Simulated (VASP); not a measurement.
A run of VASP 6.6.1:

File INCAR:

```
SYSTEM = Te
ALGO = Normal ; EDIFF = 1E-6
ENCUT = 520 ; GGA = PE
ISIF = 2 ; ISMEAR = 0
LASPH = .True. ; LCHARG = .True.
LELF = .True. ; LREAL = .False.
LVHAR = .True. ; LWAVE = .False.
NBANDS = 20 ; NELM = 60
PREC = Accurate ; SIGMA = 0.1
```

Contents of KPOINTS:

```
k-points
0
Gamma
  6 6 6
  0 0 0
```

Contents of POSCAR:

```
Te
1.0
   -4.0242342700      4.0242342700      1.4517178700
    4.0242342700     -4.0242342700      1.4517178700
    4.0242342700      4.0242342700     -1.4517178700
Te
4
Direct
    0.3750000000      0.6250000000      0.7500000000
    0.8750000000      0.6250000000      0.2500000000
    0.3750000000      0.1250000000      0.7500000000
    0.3750000000      0.6250000000      0.2500000000
```

Potentials or basis: VASP PAW PBE potentials, release 64 (Te).

Command:

```console
$ cat potpaw_PBE.64/Te/POTCAR > POTCAR
$ mpirun -np 1 vasp_std > vasp.out
```

Hardware: 1 thread of Intel(R) Xeon(R) Platinum 8259CL CPU @ 2.50GHz (Skylake/Cascade Lake) (shared host).

Task: Estimate the wall time of this run.

Result: It took 86 s on 1 thread of Intel(R) Xeon(R) Platinum 8259CL CPU @ 2.50GHz (Skylake/Cascade Lake), with other jobs on the host, peak memory 0.32 GiB. Counts: scf iterations 12, k points 30.
